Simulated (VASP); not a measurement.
# Ta2PbO3 (P-6m2) in VASP: single point with PBE

Aim: the single point of Ta2PbO3 with PBE.

Everything below comes from runs of VASP 6.6.1. Logs are shortened: lines on timing, memory, paths and dates and some standing lists are left out, and cuts for length are marked.

### Step 1. The cell of the first run

The structure is hexagonal, space group P-6m2 (No. 187). The conventional cell has a = 4.376 Å, b = 4.376 Å, c = 8.709 Å, α = 90.00°, β = 90.00°, γ = 120.00°. Within 2.4 Å of Ta (site symmetry -6m2) lie 2 O at 1.84 Å. Within 3.3 Å of Ta (site symmetry -6m2) lie 3 Pb at 2.53 Å. Pb (site symmetry -6m2) has 2 O at 2.51 Å and 3 Ta at 2.53 Å within 3.3 Å. Within 2.4 Å of O (site symmetry 3m) lie 1 Ta at 1.84 Å. Within 3.3 Å of O (site symmetry -6m2) lie 3 Ta at 2.53 Å and 6 O at 3.13 Å.

The cell was generated, and may not be a known phase.

### Step 2. Single point, PBE

Input file INCAR:

```
  ALGO = Normal
  EDIFF = 1E-6
  ENCUT = 700
  GGA = PE
  GGA_COMPAT = F
  ISIF = 2
  ISMEAR = 0
  LASPH = T
  LCHARG = T
  LELF = T
  LREAL = F
  LVHAR = T
  LWAVE = F
  NBANDS = 38
  NELM = 120
  PREC = Accurate
  SIGMA = 0.2
```

Input file KPOINTS:

```
k-points
0
Gamma
  5 5 2
```

Input file POSCAR:

```
Ta2PbO3
1.0
    4.3762972795     -0.0000000031      0.0000000000
   -2.1881486370      3.7899846202      0.0000000000
    0.0000000000      0.0000000000      8.7086700234
Ta Pb O
2 1 3
Direct
    0.3333333333      0.6666666667      0.5000000000
    0.6666666667      0.3333333333      0.0000000000
    0.3333333333      0.6666666667      0.0000000000
    0.3333333333      0.6666666667      0.2882899606
    0.3333333333      0.6666666667      0.7117100394
    0.6666666667      0.3333333333      0.5000000000
```

Potentials or basis: VASP PAW PBE potentials, release 64 (Ta_sv_GW, Pb_d, O).

Run with:

```console
> cat potpaw_PBE.64/Ta_sv_GW/POTCAR potpaw_PBE.64/Pb_d/POTCAR potpaw_PBE.64/O/POTCAR > POTCAR
> mpirun -np 1 vasp_std > vasp.out
```

OUTCAR:

```text
EDIFF = 1E-6
   ENCUT = 700
   GGA = PE
   ISIF = 2
   ISMEAR = 0
   LASPH = T
   LREAL = F
   NELM = 120
   PREC = Accurate

 ion  position               nearest neighbor table
   1  0.333  0.667  0.500-   4 1.84   5 1.84   6 2.53   6 2.53   6 2.53
   2  0.667  0.333  0.000-   3 2.53   3 2.53   3 2.53
   3  0.333  0.667  0.000-   4 2.51   5 2.51   2 2.53   2 2.53   2 2.53
   4  0.333  0.667  0.288-   1 1.84   3 2.51
   5  0.333  0.667  0.712-   1 1.84   3 2.51
   6  0.667  0.333  0.500-   1 2.53   1 2.53   1 2.53

  LATTYP: Found a hexagonal cell.
 ALAT       =     4.3762972795
 C/A-ratio  =     1.9899630823

  Lattice vectors:

 A1 = (   4.3762972795,  -0.0000000031,   0.0000000000)
 A2 = (  -2.1881486370,   3.7899846202,   0.0000000000)
 A3 = (   0.0000000000,   0.0000000000,   8.7086700234)

Analysis of symmetry for initial positions (statically):
=====================================================================
 Subroutine PRICEL returns:
 Original cell was already a primitive cell.

 Routine SETGRP: Setting up the symmetry group for a
 hexagonal supercell.

 Subroutine GETGRP returns: Found 12 space group operations
 (whereof 12 operations were pure point group operations)
 out of a pool of 24 trial point group operations.

The static configuration has the point symmetry D_3h.

Analysis of symmetry for dynamics (positions and initial velocities):
=====================================================================
 Subroutine PRICEL returns:
 Original cell was already a primitive cell.

 Routine SETGRP: Setting up the symmetry group for a
 hexagonal supercell.

 Subroutine GETGRP returns: Found 12 space group operations
 (whereof 12 operations were pure point group operations)
 out of a pool of 24 trial point group operations.

The dynamic configuration has the point symmetry D_3h.

 Subroutine INISYM returns: Found 12 space group operations
 (whereof 12 operations are pure point group operations),
 and found     1 'primitive' translations

----------------------------------------------------------------------------------------

                                     Primitive cell

  volume of cell :     144.4429

  direct lattice vectors                    reciprocal lattice vectors
     4.376297280 -0.000000003  0.000000000     0.228503673  0.131926657  0.000000000
    -2.188148637  3.789984620  0.000000000     0.000000000  0.263853314  0.000000000
     0.000000000  0.000000000  8.708670023     0.000000000  0.000000000  0.114828096

  length of vectors
     4.376297280  4.376297280  8.708670023     0.263853314  0.263853314  0.114828096

  position of ions in fractional coordinates (direct lattice)
     0.333333333  0.666666667  0.500000000
     0.666666667  0.333333333  0.000000000
     0.333333333  0.666666667  0.000000000
     0.333333333  0.666666667  0.288289961
     0.333333333  0.666666667  0.711710039
     0.666666667  0.333333333  0.500000000

  ion indices of the primitive-cell ions
   primitive index   ion index
                 1           1
                 2           2
                 3           3
                 4           4
                 5           5
                 6           6

----------------------------------------------------------------------------------------

 KPOINTS: k-points

Automatic generation of k-mesh.
 Grid dimensions read from file:
 generate k-points for:    5    5    2

 Generating k-lattice:

  Cartesian coordinates                     Fractional coordinates (reciprocal lattice)
     0.045700735  0.026385331  0.000000000     0.200000000 -0.000000000  0.000000000
     0.000000000  0.052770663  0.000000000     0.000000000  0.200000000  0.000000000
     0.000000000  0.000000000  0.057414048     0.000000000  0.000000000  0.500000000

  Length of vectors
     0.052770663  0.052770663  0.057414048

  Shift w.r.t. Gamma in fractional coordinates (k-lattice)
     0.000000000  0.000000000  0.000000000

 Subroutine IBZKPT returns following result:
 ===========================================

 Found     10 irreducible k-points:

 Following reciprocal coordinates:
            Coordinates               Weight
  0.000000  0.000000  0.000000      1.000000
  0.200000 -0.000000  0.000000      6.000000
  0.400000 -0.000000  0.000000      6.000000
  0.200000  0.200000  0.000000      6.000000
  0.400000  0.200000  0.000000      6.000000
  0.000000  0.000000  0.500000      1.000000
  0.200000 -0.000000  0.500000      6.000000
  0.400000 -0.000000  0.500000      6.000000
  0.200000  0.200000  0.500000      6.000000
  0.400000  0.200000  0.500000      6.000000
   k-points           NKPTS =     10   k-points in BZ     NKDIM =     10   number of bands    NBANDS=     38
   number of dos      NEDOS =    301   number of ions     NIONS =      6
   total plane-waves  NPLWV = 128000
   dimension x,y,z NGX =    40 NGY =   40 NGZ =   80
   dimension x,y,z NGXF=    80 NGYF=   80 NGZF=  160
   ions per type =               2   1   3
   NGX,Y,Z   is equivalent  to a cutoff of  15.20, 15.20, 15.27 a.u.
   NGXF,Y,Z  is equivalent  to a cutoff of  30.39, 30.39, 30.54 a.u.
 SYSTEM =  unknown system
   PREC   = accura    normal or accurate (medium, high low for compatibility)
   ISTART =      0    job   : 0-new  1-cont  2-samecut
   ICHARG =      2    charge: 1-file 2-atom 10-const
   ISPIN  =      1    spin polarized calculation?
   LNONCOLLINEAR =      F non collinear calculations
   LSORBIT =      F    spin-orbit coupling
   LASPH  =      T    aspherical Exc in radial PAW
   ENCUT  =  700.0 eV  51.45 Ry    7.17 a.u.   9.44  9.44 18.79*2*pi/ulx,y,z
   NELM   =    120;   NELMIN=  2; NELMDL= -5     # of ELM steps
   EDIFF  = 0.1E-05   stopping-criterion for ELM
   LREAL  =      F    real-space projection
   EDIFFG = 0.1E-04   stopping-criterion for IOM
   NSW    =      0    number of steps for IOM
   IBRION =     -1    ionic relax: 0-MD 1-quasi-New 2-CG
   NFREE  =      0    steps in history (QN), initial steepest desc. (CG)
   ISIF   =      2    stress and relaxation
   ISYM   =      2    0-nonsym 1-usesym 2-fastsym
   POTIM  = 0.5000    time-step for ionic-motion
   TEBEG  =    0.0;   TEEND  =   0.0 temperature during run
   PSTRESS=    0.0 pullay stress
   NELECT =      58.0000    total number of electrons
   NUPDOWN=      -1.0000    fix difference up-down
   EMIN   =  10.00;   EMAX   =-10.00  energy-range for DOS
   EFERMI =   0.00;   METHOD = LEGACY
   ISMEAR =     0;   SIGMA  =   0.20  broadening in eV -4-tet -1-fermi 0-gaus
   EFERMI_NEDOS =   21; number of points for ismear=-14 and -15
   IALGO  =     38    algorithm
   IMIX   =      4    mixing-type and parameters
     AMIX     =   0.40;   BMIX     =  1.00
     AMIX_MAG =   1.60;   BMIX_MAG =  1.00
  volume/ion in A,a.u.               =      24.07       162.46
  Fermi-wavevector in a.u.,A,eV,Ry     =   1.207773  2.282361 19.847044  1.458717
  Thomas-Fermi vector in A             =   2.343401
   LORBIT       =      0    0 simple, 1 ext, 2 COOP (PROOUT), +10 PAW based schemes
   GGA     = PE    functional components
   LHFCALC =     F    Hartree Fock is set to
   AEXX    =    0.0000 exact exchange contribution
   IVDW    =     0    specifies the selected vdW correction
   LEPSILON=     F    determine dielectric tensor
   LRPA    =     F    only Hartree local field effects (RPA)
 non-spin polarized calculation
 Gauss-broadening in eV      SIGMA  =   0.20
  energy-cutoff  :      700.00
  volume of cell :      144.44
 maximum number of plane-waves:      6134
 NGX is ok and might be reduce to    40
   NGX = 19   NGY = 19   NGZ = 37

 number of electron      58.0000000 magnetization

 Free energy of the ion-electron system (eV)
  ---------------------------------------------------
  ext. energy  EPLUGINS =         0.00000000
  ---------------------------------------------------
  free energy    TOTEN  =       -45.62149001 eV

  energy without entropy =      -45.52152377  energy(sigma->0) =      -45.57150689

 E-fermi :   3.0388     XC(G=0):  -8.7132

 val. band max:        2.9235576047   @ k =   0.2000   0.2000   0.0000
 cond. band min:       3.0955224971   @ k =   0.2000  -0.0000   0.0000
 fundamental gap:      0.1719648923
 Fermi energy:         3.0387884056

 k-point     1 :       0.0000    0.0000    0.0000
  band No.  band energies     occupation
      1     -66.7745      2.00000
      2     -65.7845      2.00000
      3     -33.2415      2.00000
      4     -33.2415      2.00000
      5     -32.9934      2.00000
      6     -32.5794      2.00000
[... 30 lines left out ...]
     37       6.3996      0.00000
     38       7.7708      0.00000

 k-point     2 :       0.2000   -0.0000    0.0000
  band No.  band energies     occupation
      1     -66.7745      2.00000
      2     -65.7843      2.00000
      3     -33.2451      2.00000
      4     -33.2423      2.00000
      5     -32.9931      2.00000
      6     -32.5795      2.00000
[... 30 lines left out ...]
     37       6.5944      0.00000
     38       6.6173      0.00000

 k-point     3 :       0.4000   -0.0000    0.0000
  band No.  band energies     occupation
      1     -66.7744      2.00000
      2     -65.7839      2.00000
      3     -33.2510      2.00000
      4     -33.2436      2.00000
      5     -32.9926      2.00000
      6     -32.5798      2.00000
[... 30 lines left out ...]
     37       5.9687      0.00000
     38       6.3924      0.00000

 k-point     4 :       0.2000    0.2000    0.0000
  band No.  band energies     occupation
      1     -66.7744      2.00000
      2     -65.7840      2.00000
      3     -33.2491      2.00000
      4     -33.2442      2.00000
      5     -32.9927      2.00000
      6     -32.5797      2.00000
[... 30 lines left out ...]
     37       6.1779      0.00000
     38       6.3583      0.00000
[... 129 lines left out ...]
      4     -33.2436      2.00000
      5     -32.9927      2.00000
      6     -32.5798      2.00000
[... 30 lines left out ...]
     37       6.5257      0.00000
     38       6.6777      0.00000

 k-point     9 :       0.2000    0.2000    0.5000
  band No.  band energies     occupation
      1     -66.7744      2.00000
      2     -65.7840      2.00000
      3     -33.2491      2.00000
      4     -33.2442      2.00000
      5     -32.9927      2.00000
      6     -32.5797      2.00000
[... 30 lines left out ...]
     37       6.5700      0.00000
     38       6.6499      0.00000

 k-point    10 :       0.4000    0.2000    0.5000
  band No.  band energies     occupation
      1     -66.7744      2.00000
      2     -65.7838      2.00000
      3     -33.2511      2.00000
      4     -33.2458      2.00000
      5     -32.9925      2.00000
      6     -32.5798      2.00000
[... 30 lines left out ...]
     37       6.6150      0.00000
     38       6.6306      0.00000

------------------------ aborting loop because EDIFF is reached ----------------------------------------

  FORCE on cell =-STRESS in cart. coord.  units (eV):
  Direction    XX          YY          ZZ          XY          YZ          ZX
  --------------------------------------------------------------------------------------
  -------------------------------------------------------------------------------------
  Total        0.0485673      0.0485673      0.8620211      0.0000000     -0.0000000      0.0000000
  in kB        0.5387138      0.5387138      9.5616403      0.0000000     -0.0000000      0.0000000
  external PRESSURE =       3.5463560 kB  Pullay stress =       0.0000000 kB

 VOLUME and BASIS-vectors are now :
 -----------------------------------------------------------------------------
  energy-cutoff  :      700.00
  volume of cell :      144.44
      direct lattice vectors                 reciprocal lattice vectors
     4.376297280 -0.000000003  0.000000000     0.228503673  0.131926657  0.000000000
    -2.188148637  3.789984620  0.000000000     0.000000000  0.263853314  0.000000000
     0.000000000  0.000000000  8.708670023     0.000000000  0.000000000  0.114828096

 POSITION                                       TOTAL-FORCE (eV/Angst)
 -----------------------------------------------------------------------------------
      0.00000      2.52666      4.35434         0.000000     -0.000000      0.000000
      2.18815      1.26333      0.00000        -0.000000      0.000000      0.000000
      0.00000      2.52666      0.00000        -0.000000      0.000000      0.000000
      0.00000      2.52666      2.51062         0.000000      0.000000     -0.127549
      0.00000      2.52666      6.19805         0.000000     -0.000000      0.127549
      2.18815      1.26333      4.35434        -0.000000     -0.000000      0.000000
 -----------------------------------------------------------------------------------
    total drift:                                0.000001     -0.000000     -0.000000

  FREE ENERGIE OF THE ION-ELECTRON SYSTEM (eV)
  ---------------------------------------------------
  free  energy   TOTEN  =       -45.6214900083 eV

  energy  without entropy=      -45.5215237733  energy(sigma->0) =      -45.57150689
```

Run time: 4.3 min. Hardware: 1 thread of Intel Xeon 6975P-C (Granite Rapids), shared host; peak memory 0.4 GiB.

Results:

| Quantity | Value |
| --- | --- |
| Free energy | -45.6215 eV |
| Pressure | 0.4 GPa |
| Largest force | 0.128 eV/Å |
| Band gap on the k mesh | zero (filled and empty bands touch) |

Forces on the atoms (eV/Å):
```
Ta   0.000  0.000  0.000
Ta   0.000  0.000  0.000
Pb   0.000  0.000  0.000
O    0.000  0.000 -0.128
O    0.000  0.000  0.128
O    0.000  0.000  0.000
```

Levels at points of the mesh, in eV from the Fermi level:
| k point | band 25 | band 26 | band 27 | band 28 | band 29 | band 30 | band 31 | band 32 | band 33 | band 34 |
| --- | --- | --- | --- | --- | --- | --- | --- | --- | --- | --- |
| (0.00, 0.00, 0.00) | -2.65 | -1.78 | -1.74 | -1.74 | -0.30 | 0.31 | 0.32 | 0.32 | 1.97 | 2.24 |
| (0.00, 0.00, 0.50) | -2.15 | -2.15 | -1.91 | -1.46 | -0.15 | 0.27 | 0.35 | 0.35 | 1.35 | 2.25 |

Caveat: the k points lie up to 0.36 Å⁻¹ apart; spin-orbit coupling is left out, which moves the levels of the heavy elements.

The gap in the log of VASP goes by the Fermi energy; the results here count the filled bands.